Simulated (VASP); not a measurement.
# Se (I4/mmm) in VASP: notebook

The runs below take Se through single point, with PBEsol.

Program: VASP 6.6.1. These are calculated values, not measurements. Logs are shortened: lines on timing, memory, paths and dates and some standing lists are left out, and cuts for length are marked.

## 1. The cell of the first run

The structure is tetragonal, space group I4/mmm (No. 139). Conventional cell: a = 3.237 Å, b = 3.237 Å, c = 3.492 Å, α = 90.00°, β = 90.00°, γ = 90.00°. Within 3.8 Å of Se (site symmetry 4/mmm) lie 14 Se at 2.88 to 3.49 Å.

## 2. Single point, PBEsol (strain -0.050 along x and y, +0.025 along z)

INCAR reads:

```
PREC     = Accurate       # precision mode
ENCUT    = 520            # plane-wave cutoff, eV
EDIFF    = 1E-6           # SCF threshold, eV
ISMEAR   = 0              # smearing method
SIGMA    = 0.15           # smearing width, eV
LREAL    = False          # projectors in reciprocal space
LASPH    = True           # aspherical terms in the spheres
NELM     = 80             # most SCF steps
ALGO     = Normal         # electronic algorithm
ISIF     = 2              # what is computed and relaxed
LWAVE    = False          # write WAVECAR
LCHARG   = False          # write CHGCAR
GGA      = PS             # functional
NBANDS   = 9              # bands
```

KPOINTS reads:

```
Automatic mesh
0
Gamma
  20 20 20
```

POSCAR reads:

```
Se
1.0
   -1.6182761842      1.6182761842      1.7460348303
    1.6182761842     -1.6182761842      1.7460348303
    1.6182761842      1.6182761842     -1.7460348303
Se
1
Direct
    0.0000000000      0.0000000000      0.0000000000
```

Potentials or basis: VASP PAW PBE potentials, release 64 (Se).

The run is started by

```bash
> cat potpaw_PBE.64/Se/POTCAR > POTCAR
> mpirun -np 1 vasp_std > vasp.out
```

OUTCAR:

```text
PREC = Accurate
   ENCUT = 520
   EDIFF = 1E-6
   ISMEAR = 0
   LREAL = False
   LASPH = True
   NELM = 80
   ISIF = 2
   GGA = PS

 ion  position               nearest neighbor table
   1  0.000  0.000  0.000-

  LATTYP: Found a body centered tetragonal cell.
 ALAT       =     3.2365523684
 C/A-ratio  =     1.0789473684

  Lattice vectors:

 A1 = (  -1.6182761842,   1.6182761842,   1.7460348303)
 A2 = (   1.6182761842,  -1.6182761842,   1.7460348303)
 A3 = (   1.6182761842,   1.6182761842,  -1.7460348303)

Analysis of symmetry for initial positions (statically):
=====================================================================
 Subroutine PRICEL returns:
 Original cell was already a primitive cell.

 Routine SETGRP: Setting up the symmetry group for a
 body centered tetragonal supercell.

 Subroutine GETGRP returns: Found 16 space group operations
 (whereof 16 operations were pure point group operations)
 out of a pool of 16 trial point group operations.

The static configuration has the point symmetry D_4h.

Analysis of symmetry for dynamics (positions and initial velocities):
=====================================================================
 Subroutine PRICEL returns:
 Original cell was already a primitive cell.

 Routine SETGRP: Setting up the symmetry group for a
 body centered tetragonal supercell.

 Subroutine GETGRP returns: Found 16 space group operations
 (whereof 16 operations were pure point group operations)
 out of a pool of 16 trial point group operations.

The dynamic configuration has the point symmetry D_4h.

 Subroutine INISYM returns: Found 16 space group operations
 (whereof 16 operations are pure point group operations),
 and found     1 'primitive' translations

----------------------------------------------------------------------------------------

                                     Primitive cell

  volume of cell :      18.2902

  direct lattice vectors                    reciprocal lattice vectors
    -1.618276184  1.618276184  1.746034830     0.000000000  0.308970746  0.286363131
     1.618276184 -1.618276184  1.746034830     0.308970746  0.000000000  0.286363131
     1.618276184  1.618276184 -1.746034830     0.308970746  0.308970746  0.000000000

  length of vectors
     2.878588759  2.878588759  2.878588759     0.421268043  0.421268043  0.436950619

  position of ions in fractional coordinates (direct lattice)
     0.000000000  0.000000000  0.000000000

  ion indices of the primitive-cell ions
   primitive index   ion index
                 1           1

----------------------------------------------------------------------------------------

 KPOINTS: Automatic mesh

Automatic generation of k-mesh.
 Grid dimensions read from file:
 generate k-points for:   20   20   20

 Generating k-lattice:

  Cartesian coordinates                     Fractional coordinates (reciprocal lattice)
     0.000000000  0.015448537  0.014318157     0.050000000 -0.000000000  0.000000000
     0.015448537  0.000000000  0.014318157    -0.000000000  0.050000000  0.000000000
     0.015448537  0.015448537  0.000000000     0.000000000  0.000000000  0.050000000

  Length of vectors
     0.021063402  0.021063402  0.021847531

  Shift w.r.t. Gamma in fractional coordinates (k-lattice)
     0.000000000  0.000000000  0.000000000

 Subroutine IBZKPT returns following result:
 ===========================================

 Found    641 irreducible k-points:

 Following reciprocal coordinates:
            Coordinates               Weight
  0.000000  0.000000  0.000000      1.000000
  0.050000 -0.000000  0.000000      8.000000
  0.100000 -0.000000  0.000000      8.000000
  0.150000 -0.000000  0.000000      8.000000
  0.200000 -0.000000  0.000000      8.000000
  0.250000 -0.000000  0.000000      8.000000
[... 16 lines left out ...]
 -0.400000  0.050000 -0.000000     16.000000
 -0.350000  0.050000 -0.000000     16.000000
 [... further k-points ...]
   k-points           NKPTS =    641   k-points in BZ     NKDIM =    641   number of bands    NBANDS=      9
   number of dos      NEDOS =    301   number of ions     NIONS =      1
   total plane-waves  NPLWV =  13824
   dimension x,y,z NGX =    24 NGY =   24 NGZ =   24
   dimension x,y,z NGXF=    48 NGYF=   48 NGZF=   48
   ions per type =               1
   NGX,Y,Z   is equivalent  to a cutoff of  13.86, 13.86, 13.86 a.u.
   NGXF,Y,Z  is equivalent  to a cutoff of  27.72, 27.72, 27.72 a.u.
 SYSTEM =  unknown system
   PREC   = accura    normal or accurate (medium, high low for compatibility)
   ISTART =      0    job   : 0-new  1-cont  2-samecut
   ICHARG =      2    charge: 1-file 2-atom 10-const
   ISPIN  =      1    spin polarized calculation?
   LNONCOLLINEAR =      F non collinear calculations
   LSORBIT =      F    spin-orbit coupling
   LASPH  =      T    aspherical Exc in radial PAW
   ENCUT  =  520.0 eV  38.22 Ry    6.18 a.u.   5.35  5.35  5.35*2*pi/ulx,y,z
   NELM   =     80;   NELMIN=  2; NELMDL= -5     # of ELM steps
   EDIFF  = 0.1E-05   stopping-criterion for ELM
   LREAL  =      F    real-space projection
   EDIFFG = 0.1E-04   stopping-criterion for IOM
   NSW    =      0    number of steps for IOM
   IBRION =     -1    ionic relax: 0-MD 1-quasi-New 2-CG
   NFREE  =      0    steps in history (QN), initial steepest desc. (CG)
   ISIF   =      2    stress and relaxation
   ISYM   =      2    0-nonsym 1-usesym 2-fastsym
   POTIM  = 0.5000    time-step for ionic-motion
   TEBEG  =    0.0;   TEEND  =   0.0 temperature during run
   PSTRESS=    0.0 pullay stress
   NELECT =       6.0000    total number of electrons
   NUPDOWN=      -1.0000    fix difference up-down
   EMIN   =  10.00;   EMAX   =-10.00  energy-range for DOS
   EFERMI =   0.00;   METHOD = LEGACY
   ISMEAR =     0;   SIGMA  =   0.15  broadening in eV -4-tet -1-fermi 0-gaus
   EFERMI_NEDOS =   21; number of points for ismear=-14 and -15
   IALGO  =     38    algorithm
   IMIX   =      4    mixing-type and parameters
     AMIX     =   0.40;   BMIX     =  1.00
     AMIX_MAG =   1.60;   BMIX_MAG =  1.00
  volume/ion in A,a.u.               =      18.29       123.43
  Fermi-wavevector in a.u.,A,eV,Ry     =   1.129066  2.133625 17.344560  1.274789
  Thomas-Fermi vector in A             =   2.265758
   LORBIT       =      0    0 simple, 1 ext, 2 COOP (PROOUT), +10 PAW based schemes
   GGA     = PS    functional components
   LHFCALC =     F    Hartree Fock is set to
   AEXX    =    0.0000 exact exchange contribution
   IVDW    =     0    specifies the selected vdW correction
   LEPSILON=     F    determine dielectric tensor
   LRPA    =     F    only Hartree local field effects (RPA)
 non-spin polarized calculation
 Gauss-broadening in eV      SIGMA  =   0.15
  energy-cutoff  :      520.00
  volume of cell :       18.29
 maximum number of plane-waves:       506
 NGX is ok and might be reduce to    24
   NGX = 11   NGY = 11   NGZ = 11

 number of electron       6.0000001 magnetization

 Free energy of the ion-electron system (eV)
  ---------------------------------------------------
  ext. energy  EPLUGINS =         0.00000000
  ---------------------------------------------------
  free energy    TOTEN  =        -3.36594844 eV

  energy without entropy =       -3.35860243  energy(sigma->0) =       -3.36227544

 E-fermi :   6.7774     XC(G=0): -11.2065

 val. band max:        6.7641365148   @ k =  -0.1500   0.3500   0.1000
 cond. band min:       6.7881720011   @ k =  -0.1500  -0.3000   0.1500
 fundamental gap:      0.0240354863
 Fermi energy:         6.7773547654

 k-point     1 :       0.0000    0.0000    0.0000
  band No.  band energies     occupation
      1     -10.3980      2.00000
      2      10.2035      0.00000
      3      10.3387      0.00000
      4      10.3387      0.00000
      5      18.9503      0.00000
      6      18.9503      0.00000
      7      19.2251      0.00000
      8      20.5068      0.00000
      9      21.5083      0.00000

 k-point     2 :       0.0500   -0.0000    0.0000
  band No.  band energies     occupation
      1     -10.3397      2.00000
      2       9.8572      0.00000
      3      10.2129      0.00000
      4      10.2594      0.00000
      5      18.8285      0.00000
      6      18.9783      0.00000
      7      19.5621      0.00000
      8      20.4446      0.00000
      9      21.0506      0.00000

 k-point     3 :       0.1000   -0.0000    0.0000
  band No.  band energies     occupation
      1     -10.1657      2.00000
      2       8.8156      0.00000
      3       9.8753      0.00000
      4      10.1992      0.00000
      5      18.2688      0.00000
      6      18.7439      0.00000
      7      20.3974      0.00000
      8      20.7333      0.00000
      9      20.8265      0.00000

 k-point     4 :       0.1500   -0.0000    0.0000
  band No.  band energies     occupation
      1      -9.8781      2.00000
      2       7.4223      0.00000
      3       9.4121      0.00000
      4      10.1152      0.00000
      5      17.4299      0.00000
      6      18.1635      0.00000
      7      20.6766      0.00000
      8      21.6297      0.00000
      9      21.6414      0.00000
[... 205 lines left out ...]
 k-point    22 :      -0.4500    0.0500   -0.0000
  band No.  band energies     occupation
      1      -6.7830      2.00000
      2      -0.1848      2.00000
      3       7.0418      0.01267
      4       9.2746      0.00000
      5      14.5259      0.00000
      6      15.8130      0.00000
      7      21.5838      0.00000
      8      25.5033      0.00000
      9      27.2063      0.00000

 k-point    23 :      -0.4000    0.0500   -0.0000
  band No.  band energies     occupation
      1      -7.3738      2.00000
      2       0.8273      2.00000
      3       7.2761      0.00000
      4       9.3482      0.00000
      5      14.7914      0.00000
      6      16.0005      0.00000
      7      21.0267      0.00000
      8      24.9581      0.00000
      9      26.9923      0.00000

 k-point    24 :      -0.3500    0.0500   -0.0000
  band No.  band energies     occupation
      1      -8.0203      2.00000
      2       2.0981      2.00000
      3       7.6131      0.00000
      4       9.4532      0.00000
      5      15.1919      0.00000
      6      16.2925      0.00000
      7      20.6288      0.00000
      8      24.1309      0.00000
      9      25.7880      0.00000

 [... further k-points ...]
[... 5 lines left out ...]
  --------------------------------------------------------------------------------------
  -------------------------------------------------------------------------------------
  Total        0.7964533      0.7964533      0.1677347      0.0000000     -0.0000000      0.0000000
  in kB       69.7674275     69.7674275     14.6931660      0.0000000     -0.0000000      0.0000000
  external PRESSURE =      51.4093404 kB  Pullay stress =       0.0000000 kB

 VOLUME and BASIS-vectors are now :
 -----------------------------------------------------------------------------
  energy-cutoff  :      520.00
  volume of cell :       18.29
      direct lattice vectors                 reciprocal lattice vectors
    -1.618276184  1.618276184  1.746034830     0.000000000  0.308970746  0.286363131
     1.618276184 -1.618276184  1.746034830     0.308970746  0.000000000  0.286363131
     1.618276184  1.618276184 -1.746034830     0.308970746  0.308970746  0.000000000

 POSITION                                       TOTAL-FORCE (eV/Angst)
 -----------------------------------------------------------------------------------
      0.00000      0.00000      0.00000        -0.000000      0.000000      0.000000
 -----------------------------------------------------------------------------------
    total drift:                                0.000000     -0.000000     -0.000000

  FREE ENERGIE OF THE ION-ELECTRON SYSTEM (eV)
  ---------------------------------------------------
  free  energy   TOTEN  =        -3.3659484446 eV

  energy  without entropy=       -3.3586024292  energy(sigma->0) =       -3.36227544
```

Wall time 22 s (1 thread of Intel Xeon 6975P-C (Granite Rapids), shared host); peak memory 0.22 GiB.

What came out:

| Quantity | Value |
| --- | --- |
| Free energy | -3.3659 eV |
| Pressure | 5.1 GPa |
| Band gap on the k mesh | zero (bands 3 and 4 overlap by 7.62 eV) |

Levels at points of the mesh, in eV from the Fermi level:
| k point | band 1 | band 2 | band 3 | band 4 | band 5 | band 6 | band 7 |
| --- | --- | --- | --- | --- | --- | --- | --- |
| (0.00, 0.00, 0.00) | -17.18 | 3.43 | 3.56 | 3.56 | 12.17 | 12.17 | 12.45 |
| (0.50, 0.00, 0.00) | -13.17 | -7.66 | 0.37 | 2.71 | 7.30 | 8.67 | 16.72 |
| (0.50, 0.50, 0.00) | -12.78 | -7.45 | -0.39 | 1.67 | 6.23 | 7.26 | 19.23 |
| (0.50, 0.50, 0.50) | -10.20 | -4.57 | -3.19 | -3.19 | 3.26 | 3.83 | 23.50 |

Caveat: the cell differs from its parent crystal (strain -0.050 along x and y, +0.025 along z); the stress differs along the axes, from 1 to 7 GPa; the PAW data sets were made with another functional, which shifts forces and pressure a little.

## 3. Single point, PBEsol (strain -0.050 along x and y, +0.050 along z)

INCAR reads:

```
SYSTEM = Se
  PREC = Accurate
  ENCUT = 520
  EDIFF = 1E-6
  ISMEAR = 0
  SIGMA = 0.15
  LREAL = .False.
  LASPH = .True.
  NELM = 80
  ALGO = Normal
  ISIF = 2
  LWAVE = .False.
  LCHARG = .False.
  GGA = PS
  NBANDS = 9
```

KPOINTS reads:

```
regular mesh
0
Gamma
  20 20 20
  0 0 0
```

POSCAR reads:

```
Se
1.0
   -1.6182761842      1.6182761842      1.7886210456
    1.6182761842     -1.6182761842      1.7886210456
    1.6182761842      1.6182761842     -1.7886210456
Se
1
Direct
    0.0000000000      0.0000000000      0.0000000000
```

Potentials or basis: VASP PAW PBE potentials, release 64 (Se).

The run is started by

```bash
> cat potpaw_PBE.64/Se/POTCAR > POTCAR
> mpirun -np 1 vasp_std > vasp.out
```

Wall time 22 s (1 thread of Intel Xeon 6975P-C (Granite Rapids), shared host); peak memory 0.22 GiB.

It converged, with:

| Item | Value |
| --- | --- |
| Free energy | -3.3654 eV |
| Pressure | 2.6 GPa |
| Band gap on the k mesh | zero (bands 3 and 4 overlap by 7.24 eV) |

Stress tensor (GPa, compression positive):
```
 4.87  0.00  0.00
 0.00  4.87  0.00
 0.00  0.00 -1.81
```

Levels at points of the mesh, in eV from the Fermi level:
```
           k point  band 1  band 2  band 3  band 4  band 5  band 6  band 7  band 8
(0.00, 0.00, 0.00)  -16.94    3.28    3.42    3.42   12.02   12.02   12.06   14.01
(0.50, 0.00, 0.00)  -13.12   -7.47    0.45    2.67    7.39    8.86   16.13   16.18
(0.50, 0.50, 0.00)  -12.63   -7.19   -0.50    1.38    6.04    7.06   19.49   20.58
(0.50, 0.50, 0.50)  -10.33   -4.69   -2.94   -2.94    3.37    4.06   23.19   23.79
```

Caveat: the cell differs from its parent crystal (strain -0.050 along x and y, +0.050 along z); the stress differs along the axes, from -2 to 5 GPa; the PAW data sets were made with another functional, which shifts forces and pressure a little.

[end of part 1 of 2]

The gap in the log of VASP goes by the Fermi energy; the results here count the filled bands.